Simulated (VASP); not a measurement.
## TiAl: single point with PBEsol

TiAl:

```xyz
2
Lattice="2.8478 0.0000 0.0000 -1.4239 2.4663 0.0000 0.0000 0.0000 4.6199" Properties=species:S:1:pos:R:3 pbc="T T T"
Ti    0.0000   -0.0282    0.0000
Al    0.0000    1.6942    2.3100
```

This cell differs from its parent crystal: atoms displaced along a vibrational mode.

```json
{"Program": "VASP 6.6.1", "Task": "single point", "Functional": "PBEsol", "Potentials or basis": "VASP PAW PBE potentials, release 64 (Ti_sv, Al)", "Cutoff": "520 eV", "k mesh": "24 × 24 × 14", "Occupations": "gaussian, width 0.15 eV", "Spin": "no spin polarisation"}
```

```yaml
Pressure: 0.1 GPa
Largest_force: 0.149 eV/Å
Band_gap_on_the_k_mesh: zero (an odd number of electrons rules out a gap without spin polarisation)
```

Forces in eV/Å, atoms in the order of the input:
```
Ti   0.000  0.149  0.000
Al   0.000 -0.149  0.000
```

Stress tensor (GPa, compression positive):
```
 1.35  0.00  0.00
 0.00 -1.28  0.00
 0.00  0.00  0.10
```

Levels at points of the mesh, in eV from the Fermi level:
```tsv
k point	band 5	band 6	band 7	band 8	band 9	band 10	band 11	band 12
(0.00, 0.00, 0.00)	-9.03	-2.31	-1.79	1.30	1.31	2.81	2.85	4.09
(0.50, 0.00, 0.00)	-3.77	-2.82	-1.61	-1.02	2.14	4.07	4.21	4.29
(0.00, 0.50, 0.00)	-3.77	-2.85	-1.53	-1.01	2.12	4.07	4.12	4.27
(0.00, 0.00, 0.50)	-8.10	-5.32	-0.42	1.31	1.32	2.73	2.76	6.96
(0.50, 0.00, 0.50)	-3.72	-2.43	-1.85	0.55	0.97	1.93	3.09	4.07
(0.00, 0.50, 0.50)	-3.72	-2.37	-1.91	0.62	0.99	1.91	3.02	4.07
```

Wall time 29 min on 1 thread of Oxide Virtual Turin-like Processor (shared host), peak memory 0.62 GiB.

Caveat: the cell differs from its parent crystal (atoms displaced along a vibrational mode); the PAW data sets were made with another functional, which shifts forces and pressure a little.
